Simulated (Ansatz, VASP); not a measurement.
# One calculation of SrTiO3, two programs

```
CELL_PARAMETERS angstrom
3.93086 0.00000 0.00000
0.00000 3.93086 0.00000
0.00000 0.00000 3.93086
ATOMIC_POSITIONS crystal
Sr 0.00000 0.00000 0.00000
Ti 0.50000 0.50000 0.50000
O 0.00000 0.50000 0.50000
O 0.50000 0.00000 0.50000
O 0.50000 0.50000 0.00000
```

Change from the starting cell: volume scaled by 1.02, crystal datasets.

Alike in both runs: task electric field gradients; functional PBEsol; k mesh 7 × 7 × 7; occupations fermi-dirac, width 0.05 eV; no spin polarisation.

```csv
,VASP,Ansatz
version,VASP 6.6.1,Ansatz 0.2.0
potentials or method,"VASP PAW PBE potentials, release 64 (Sr_sv, Ti_sv, O), cutoff 520 eV","all-electron PAW with datasets made for the crystal, scalar-relativistic"
```

```csv
,VASP,Ansatz,Ansatz less VASP
gap on the k mesh at the Fermi level (eV),1.83,1.86,+0.026
pressure (GPa),-4.7,-5.3,-0.64
size of Vzz on the site where it differs most (V/Å²),11.4,12.1,+0.77
```

VASP's potentials were made for PBE, not for PBEsol. Ansatz ran all-electron here, and VASP with PAW potentials.
